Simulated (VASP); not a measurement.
# KBr (Fm-3m) in VASP: further runs

The runs below take KBr through single point, with PBE.

Everything below comes from runs of VASP 6.6.1. Logs are shortened: lines on timing, memory, paths and dates and some standing lists are left out, and cuts for length are marked.

### 1 The cell of the first run

It takes space group Fm-3m (No. 225, cubic). The conventional cell has a = 6.058 Å, b = 6.058 Å, c = 6.058 Å, α = 90.00°, β = 90.00°, γ = 90.00°. K (site symmetry m-3m) has 6 Br at 3.03 Å within 4.0 Å. Br (site symmetry m-3m) has 6 K at 3.03 Å within 4.0 Å.

### 2 Single point, PBE (strain -0.080 along x and y, -0.080 along z)

INCAR

```
SYSTEM = KBr
ALGO = Normal ; EDIFF = 1E-7
ENCUT = 520 ; GGA = PE
ISIF = 2 ; ISMEAR = 0
LASPH = .True. ; LCHARG = .False.
LREAL = .False. ; LWAVE = .False.
NBANDS = 15 ; NELM = 60
PREC = Accurate ; SIGMA = 0.05
```

KPOINTS

```
k-points
0
Gamma
  6 6 6
  0 0 0
```

POSCAR

```
KBr
1.0
    0.0000000000      3.0291000000      3.0291000000
    3.0291000000      0.0000000000      3.0291000000
    3.0291000000      3.0291000000      0.0000000000
K Br
1 1
Direct
    0.0000000000      0.0000000000      0.0000000000
    0.5000000000      0.5000000000      0.5000000000
```

Potentials or basis: VASP PAW PBE potentials, release 64 (K_sv, Br).

Run with:

```
cat potpaw_PBE.64/K_sv/POTCAR potpaw_PBE.64/Br/POTCAR > POTCAR
mpirun -np 1 vasp_std > vasp.out
```

OUTCAR:

```text
SYSTEM = KBr
   EDIFF = 1E-7
   ENCUT = 520
   GGA = PE
   ISIF = 2
   ISMEAR = 0
   LASPH = .True.
   LREAL = .False.
   NELM = 60
   PREC = Accurate

 ion  position               nearest neighbor table
   1  0.000  0.000  0.000-   2 3.03   2 3.03   2 3.03   2 3.03   2 3.03   2 3.03
   2  0.500  0.500  0.500-   1 3.03   1 3.03   1 3.03   1 3.03   1 3.03   1 3.03

  LATTYP: Found a face centered cubic cell.
 ALAT       =     6.0582000000

  Lattice vectors:

 A1 = (   0.0000000000,   3.0291000000,   3.0291000000)
 A2 = (   3.0291000000,   0.0000000000,   3.0291000000)
 A3 = (   3.0291000000,   3.0291000000,   0.0000000000)

Analysis of symmetry for initial positions (statically):
=====================================================================
 Subroutine PRICEL returns:
 Original cell was already a primitive cell.

 Routine SETGRP: Setting up the symmetry group for a
 face centered cubic supercell.

 Subroutine GETGRP returns: Found 48 space group operations
 (whereof 48 operations were pure point group operations)
 out of a pool of 48 trial point group operations.

The static configuration has the point symmetry O_h .

Analysis of symmetry for dynamics (positions and initial velocities):
=====================================================================
 Subroutine PRICEL returns:
 Original cell was already a primitive cell.

 Routine SETGRP: Setting up the symmetry group for a
 face centered cubic supercell.

 Subroutine GETGRP returns: Found 48 space group operations
 (whereof 48 operations were pure point group operations)
 out of a pool of 48 trial point group operations.

The dynamic configuration has the point symmetry O_h .

 Subroutine INISYM returns: Found 48 space group operations
 (whereof 48 operations are pure point group operations),
 and found     1 'primitive' translations

----------------------------------------------------------------------------------------

                                     Primitive cell

  volume of cell :      55.5867

  direct lattice vectors                    reciprocal lattice vectors
     0.000000000  3.029100000  3.029100000    -0.165065531  0.165065531  0.165065531
     3.029100000  0.000000000  3.029100000     0.165065531 -0.165065531  0.165065531
     3.029100000  3.029100000  0.000000000     0.165065531  0.165065531 -0.165065531

  length of vectors
[... 81 lines left out ...]
   POTIM  = 0.5000    time-step for ionic-motion
   TEBEG  =    0.0;   TEEND  =   0.0 temperature during run
   PSTRESS=    0.0 pullay stress
   NELECT =      16.0000    total number of electrons
   NUPDOWN=      -1.0000    fix difference up-down
   EMIN   =  10.00;   EMAX   =-10.00  energy-range for DOS
   EFERMI =   0.00;   METHOD = LEGACY
   ISMEAR =     0;   SIGMA  =   0.05  broadening in eV -4-tet -1-fermi 0-gaus
   EFERMI_NEDOS =   21; number of points for ismear=-14 and -15
   IALGO  =     38    algorithm
   IMIX   =      4    mixing-type and parameters
     AMIX     =   0.40;   BMIX     =  1.00
     AMIX_MAG =   1.60;   BMIX_MAG =  1.00
  volume/ion in A,a.u.               =      27.79       187.56
  Fermi-wavevector in a.u.,A,eV,Ry     =   1.080914  2.042632 15.896713  1.168375
  Thomas-Fermi vector in A             =   2.216917
   LORBIT       =      0    0 simple, 1 ext, 2 COOP (PROOUT), +10 PAW based schemes
   GGA     = PE    functional components
   LHFCALC =     F    Hartree Fock is set to
   AEXX    =    0.0000 exact exchange contribution
   IVDW    =     0    specifies the selected vdW correction
   LEPSILON=     F    determine dielectric tensor
   LRPA    =     F    only Hartree local field effects (RPA)
 non-spin polarized calculation
 Gauss-broadening in eV      SIGMA  =   0.05
  energy-cutoff  :      520.00
  volume of cell :       55.59
 maximum number of plane-waves:      1524
   NGX = 15   NGY = 15   NGZ = 15

 number of electron      16.0000003 magnetization

 Free energy of the ion-electron system (eV)
  ---------------------------------------------------
  ext. energy  EPLUGINS =         0.00000000
  ---------------------------------------------------
  free energy    TOTEN  =        -5.81956051 eV

  energy without entropy =       -5.81956051  energy(sigma->0) =       -5.81956051

 E-fermi :  -0.2556     XC(G=0):  -8.4560

 val. band max:       -0.4905914649   @ k =   0.0000   0.0000   0.0000
 cond. band min:       4.7569639027   @ k =   0.0000   0.0000   0.0000
 fundamental gap:      5.2475553676
 Fermi energy:        -0.2555596398

 k-point     1 :       0.0000    0.0000    0.0000
  band No.  band energies     occupation
      1     -27.8400      2.00000
      2     -13.1910      2.00000
      3     -11.3379      2.00000
      4     -11.3379      2.00000
      5     -11.3379      2.00000
      6      -0.4906      2.00000
      7      -0.4906      2.00000
      8      -0.4906      2.00000
      9       4.7570      0.00000
     10       7.0214      0.00000
     11       7.0214      0.00000
     12       7.0214      0.00000
     13       8.0282      0.00000
     14       8.0282      0.00000
[... 257 lines left out ...]
      2     -13.1430      2.00000
      3     -11.5554      2.00000
      4     -11.4767      2.00000
      5     -11.2187      2.00000
      6      -1.4431      2.00000
      7      -1.2455      2.00000
      8      -1.1053      2.00000
      9       5.9496      0.00000
     10       8.3808      0.00000
     11       8.4717      0.00000
     12       9.7290      0.00000
     13      10.2830      0.00000
     14      11.0984      0.00000
     15      12.1646      0.00000

------------------------ aborting loop because EDIFF is reached ----------------------------------------

  FORCE on cell =-STRESS in cart. coord.  units (eV):
  Direction    XX          YY          ZZ          XY          YZ          ZX
  --------------------------------------------------------------------------------------
  -------------------------------------------------------------------------------------
  Total        3.0183643      3.0183643      3.0183643     -0.0000000      0.0000000      0.0000000
  in kB       86.9984286     86.9984286     86.9984286     -0.0000000      0.0000000      0.0000000
  external PRESSURE =      86.9984286 kB  Pullay stress =       0.0000000 kB

 VOLUME and BASIS-vectors are now :
 -----------------------------------------------------------------------------
  energy-cutoff  :      520.00
  volume of cell :       55.59
      direct lattice vectors                 reciprocal lattice vectors
     0.000000000  3.029100000  3.029100000    -0.165065531  0.165065531  0.165065531
     3.029100000  0.000000000  3.029100000     0.165065531 -0.165065531  0.165065531
     3.029100000  3.029100000  0.000000000     0.165065531  0.165065531 -0.165065531

 POSITION                                       TOTAL-FORCE (eV/Angst)
 -----------------------------------------------------------------------------------
      0.00000      0.00000      0.00000        -0.000000      0.000000     -0.000000
      3.02910      3.02910      3.02910         0.000000     -0.000000      0.000000
 -----------------------------------------------------------------------------------
    total drift:                                0.000000     -0.000000     -0.000000

  FREE ENERGIE OF THE ION-ELECTRON SYSTEM (eV)
  ---------------------------------------------------
  free  energy   TOTEN  =        -5.8195605142 eV

  energy  without entropy=       -5.8195605142  energy(sigma->0) =       -5.81956051
```

OSZICAR:

```text
N       E                     dE             d eps       ncg     rms          rms(c)
DAV:   1     0.107584096182E+03    0.10758E+03   -0.74627E+03   480   0.981E+02
DAV:   2     0.502347503975E-01   -0.10753E+03   -0.97749E+02   657   0.241E+02
DAV:   3    -0.575891849048E+01   -0.58092E+01   -0.57799E+01   648   0.498E+01
DAV:   4    -0.596051253662E+01   -0.20159E+00   -0.20156E+00   722   0.838E+00
DAV:   5    -0.596202928914E+01   -0.15168E-02   -0.15167E-02   662   0.813E-01    0.541E+00
DAV:   6    -0.582128765901E+01    0.14074E+00   -0.17581E-01   578   0.233E+00    0.387E+00
DAV:   7    -0.581431172798E+01    0.69759E-02   -0.11269E-01   627   0.198E+00    0.132E+00
DAV:   8    -0.581882065807E+01   -0.45089E-02   -0.11271E-02   496   0.859E-01    0.129E-01
DAV:   9    -0.581925074108E+01   -0.43008E-03   -0.45086E-04   641   0.142E-01    0.768E-02
DAV:  10    -0.581954465307E+01   -0.29391E-03   -0.29522E-04   508   0.106E-01    0.172E-02
DAV:  11    -0.581955972835E+01   -0.15075E-04   -0.23447E-05   634   0.385E-02    0.938E-03
DAV:  12    -0.581956040147E+01   -0.67312E-06   -0.16542E-06   529   0.994E-03    0.238E-03
DAV:  13    -0.581956053368E+01   -0.13221E-06   -0.53126E-07   599   0.427E-03    0.965E-04
DAV:  14    -0.581956051415E+01    0.19527E-07   -0.27872E-08   457   0.119E-03
   1 F= -.58195605E+01 E0= -.58195605E+01  d E =-.992861E-13
```

Run time: 31 s. Hardware: 1 thread of AMD EPYC 7R13, shared host; peak memory 0.15 GiB.

Results:

| Quantity | Value |
| --- | --- |
| Free energy | -5.8196 eV |
| Pressure | 8.7 GPa |
| Band gap on the k mesh | 5.25 eV, direct |

Caveat: the cell differs from its parent crystal (strain -0.080 along x and y, -0.080 along z). A k mesh can miss the band edges.

### 3 Single point, PBE (strain -0.040 along x and y, -0.040 along z)

INCAR

```
PREC = Accurate
ENCUT = 520
EDIFF = 1E-6
ISMEAR = 0
SIGMA = 0.05
LREAL = False
LASPH = True
NELM = 80
ALGO = Normal
ISIF = 2
LWAVE = False
LCHARG = False
GGA = PE
NBANDS = 15
```

KPOINTS

```
Automatic mesh
0
Gamma
  6 6 6
```

POSCAR

```
KBr
1.0
    0.0000000000      3.1608000000      3.1608000000
    3.1608000000      0.0000000000      3.1608000000
    3.1608000000      3.1608000000      0.0000000000
K Br
1 1
Direct
    0.0000000000      0.0000000000      0.0000000000
    0.5000000000      0.5000000000      0.5000000000
```

Potentials or basis: VASP PAW PBE potentials, release 64 (K_sv, Br).

Run with:

```
cat potpaw_PBE.64/K_sv/POTCAR potpaw_PBE.64/Br/POTCAR > POTCAR
mpirun -np 1 vasp_std > vasp.out
```

OUTCAR:

```text
PREC = Accurate
   ENCUT = 520
   EDIFF = 1E-6
   ISMEAR = 0
   LREAL = False
   LASPH = True
   NELM = 80
   ISIF = 2
   GGA = PE

 ion  position               nearest neighbor table
   1  0.000  0.000  0.000-   2 3.16   2 3.16   2 3.16   2 3.16   2 3.16   2 3.16
   2  0.500  0.500  0.500-   1 3.16   1 3.16   1 3.16   1 3.16   1 3.16   1 3.16

  LATTYP: Found a face centered cubic cell.
 ALAT       =     6.3216000000

  Lattice vectors:

 A1 = (   0.0000000000,   3.1608000000,   3.1608000000)
 A2 = (   3.1608000000,   0.0000000000,   3.1608000000)
 A3 = (   3.1608000000,   3.1608000000,   0.0000000000)

Analysis of symmetry for initial positions (statically):
=====================================================================
 Subroutine PRICEL returns:
 Original cell was already a primitive cell.

 Routine SETGRP: Setting up the symmetry group for a
 face centered cubic supercell.

 Subroutine GETGRP returns: Found 48 space group operations
 (whereof 48 operations were pure point group operations)
 out of a pool of 48 trial point group operations.

The static configuration has the point symmetry O_h .

Analysis of symmetry for dynamics (positions and initial velocities):
=====================================================================
 Subroutine PRICEL returns:
 Original cell was already a primitive cell.

 Routine SETGRP: Setting up the symmetry group for a
 face centered cubic supercell.

 Subroutine GETGRP returns: Found 48 space group operations
 (whereof 48 operations were pure point group operations)
 out of a pool of 48 trial point group operations.

The dynamic configuration has the point symmetry O_h .

 Subroutine INISYM returns: Found 48 space group operations
 (whereof 48 operations are pure point group operations),
 and found     1 'primitive' translations

----------------------------------------------------------------------------------------

                                     Primitive cell

  volume of cell :      63.1569

  direct lattice vectors                    reciprocal lattice vectors
[... 111 lines left out ...]
  energy-cutoff  :      520.00
  volume of cell :       63.16
 maximum number of plane-waves:      1724
 NGX is ok and might be reduce to    36
   NGX = 17   NGY = 17   NGZ = 17

 number of electron      15.9999998 magnetization

 Free energy of the ion-electron system (eV)
  ---------------------------------------------------
  ext. energy  EPLUGINS =         0.00000000
  ---------------------------------------------------
  free energy    TOTEN  =        -6.10158379 eV

  energy without entropy =       -6.10158379  energy(sigma->0) =       -6.10158379

 E-fermi :  -0.8365     XC(G=0):  -7.9025

 val. band max:       -1.1720918900   @ k =   0.0000   0.0000   0.0000
 cond. band min:       3.6380151058   @ k =   0.0000   0.0000   0.0000
 fundamental gap:      4.8101069958
 Fermi energy:        -0.8364884789

 k-point     1 :       0.0000    0.0000    0.0000
  band No.  band energies     occupation
      1     -28.7041      2.00000
      2     -13.6449      2.00000
      3     -12.1923      2.00000
      4     -12.1923      2.00000
      5     -12.1923      2.00000
      6      -1.1721      2.00000
      7      -1.1721      2.00000
      8      -1.1721      2.00000
      9       3.6380      0.00000
     10       6.4242      0.00000
     11       6.4242      0.00000
     12       6.4242      0.00000
     13       7.3341      0.00000
     14       7.3341      0.00000
[... 257 lines left out ...]
      2     -13.6050      2.00000
      3     -12.3231      2.00000
      4     -12.2762      2.00000
      5     -12.1073      2.00000
      6      -2.0046      2.00000
      7      -1.7743      2.00000
      8      -1.7036      2.00000
      9       5.3823      0.00000
     10       7.2803      0.00000
     11       7.4388      0.00000
     12       8.5688      0.00000
     13       9.2010      0.00000
     14      10.0394      0.00000
     15      10.8092      0.00000

------------------------ aborting loop because EDIFF is reached ----------------------------------------

  FORCE on cell =-STRESS in cart. coord.  units (eV):
  Direction    XX          YY          ZZ          XY          YZ          ZX
  --------------------------------------------------------------------------------------
  -------------------------------------------------------------------------------------
  Total        1.4692140      1.4692140      1.4692140      0.0000000     -0.0000000      0.0000000
  in kB       37.2713034     37.2713034     37.2713034      0.0000000     -0.0000000      0.0000000
  external PRESSURE =      37.2713034 kB  Pullay stress =       0.0000000 kB

 VOLUME and BASIS-vectors are now :
 -----------------------------------------------------------------------------
  energy-cutoff  :      520.00
  volume of cell :       63.16
      direct lattice vectors                 reciprocal lattice vectors
     0.000000000  3.160800000  3.160800000    -0.158187801  0.158187801  0.158187801
     3.160800000  0.000000000  3.160800000     0.158187801 -0.158187801  0.158187801
     3.160800000  3.160800000  0.000000000     0.158187801  0.158187801 -0.158187801

 POSITION                                       TOTAL-FORCE (eV/Angst)
 -----------------------------------------------------------------------------------
      0.00000      0.00000      0.00000         0.000000     -0.000000      0.000000
      3.16080      3.16080      3.16080        -0.000000      0.000000     -0.000000
 -----------------------------------------------------------------------------------
    total drift:                                0.000000      0.000000      0.000000

  FREE ENERGIE OF THE ION-ELECTRON SYSTEM (eV)
  ---------------------------------------------------
  free  energy   TOTEN  =        -6.1015837941 eV

  energy  without entropy=       -6.1015837941  energy(sigma->0) =       -6.10158379
```

OSZICAR:

```text
N       E                     dE             d eps       ncg     rms          rms(c)
DAV:   1     0.102356090055E+03    0.10236E+03   -0.69492E+03   480   0.953E+02
DAV:   2    -0.245714653096E+00   -0.10260E+03   -0.93495E+02   620   0.233E+02
DAV:   3    -0.604376635538E+01   -0.57981E+01   -0.57704E+01   655   0.491E+01
DAV:   4    -0.625128768109E+01   -0.20752E+00   -0.20748E+00   694   0.829E+00
DAV:   5    -0.625271182904E+01   -0.14241E-02   -0.14241E-02   662   0.770E-01    0.402E+00
DAV:   6    -0.610208703529E+01    0.15062E+00   -0.19191E-01   578   0.225E+00    0.293E+00
DAV:   7    -0.609377710509E+01    0.83099E-02   -0.10515E-01   634   0.183E+00    0.118E+00
DAV:   8    -0.610063489880E+01   -0.68578E-02   -0.10461E-02   526   0.792E-01    0.114E-01
DAV:   9    -0.610130314341E+01   -0.66824E-03   -0.58982E-04   648   0.155E-01    0.736E-02
DAV:  10    -0.610156511185E+01   -0.26197E-03   -0.24415E-04   494   0.922E-02    0.109E-02
DAV:  11    -0.610158313875E+01   -0.18027E-04   -0.23377E-05   634   0.314E-02    0.741E-03
DAV:  12    -0.610158379408E+01   -0.65533E-06   -0.18996E-06   521   0.994E-03
   1 F= -.61015838E+01 E0= -.61015838E+01  d E =-.106482E-22
```

It took 36 s on 1 thread of AMD EPYC 7R13, shared host; peak memory 0.18 GiB.

What came out:

```
Free energy            : -6.1016 eV
Pressure               : 3.7 GPa
Band gap on the k mesh : 4.81 eV, direct
```

Levels at points of the mesh, in eV from the valence-band top:
| k point | band 6 | band 7 | band 8 | band 9 | band 10 | band 11 |
| --- | --- | --- | --- | --- | --- | --- |
| (0.00, 0.00, 0.00) | 0.00 | 0.00 | 0.00 | 4.81 | 7.60 | 7.60 |
| (0.50, 0.00, 0.00) | -1.46 | -0.46 | -0.46 | 6.86 | 8.69 | 10.09 |
| (0.50, 0.50, 0.00) | -0.95 | -0.33 | -0.33 | 5.68 | 7.69 | 9.56 |

Caveat: the cell differs from its parent crystal (strain -0.040 along x and y, -0.040 along z).
